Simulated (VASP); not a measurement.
Ti9O, 10 atoms in the cell. The cell holds a slab with vacuum, 10 atoms: a = 2.832 Å, b = 7.932 Å, c = 19.927 Å, α = 90.00°, β = 90.00°, γ = 90.00°. 

```yaml
Program: VASP 6.6.1
Task: single point
Functional: PBE
Potentials_or_basis: VASP PAW PBE potentials, release 64 (Ti_sv, O)
Cutoff: 520 eV
k_mesh: 9 × 4 × 1
Occupations: gaussian, width 0.1 eV
Spin: no spin polarisation
Dipole_correction: yes
Further_INCAR_settings: ALGO = Normal; EDIFF = 1e-07; NBANDS = 68
```

Potentials or basis: VASP PAW PBE potentials, release 64 (Ti_sv, O).

The run is started by

```console
$ cat potpaw_PBE.64/Ti_sv/POTCAR potpaw_PBE.64/O/POTCAR > POTCAR
$ mpirun -np 1 vasp_std > vasp.out
```

Hardware: 1 thread of Oxide Virtual Turin-like Processor, on a shared host.

Question: How long does it take, and how much memory?

Answer: Run time: 35 min on 1 thread of Oxide Virtual Turin-like Processor, with other jobs on the host, peak memory 0.63 GiB. Counts: scf iterations 38, k points 15.
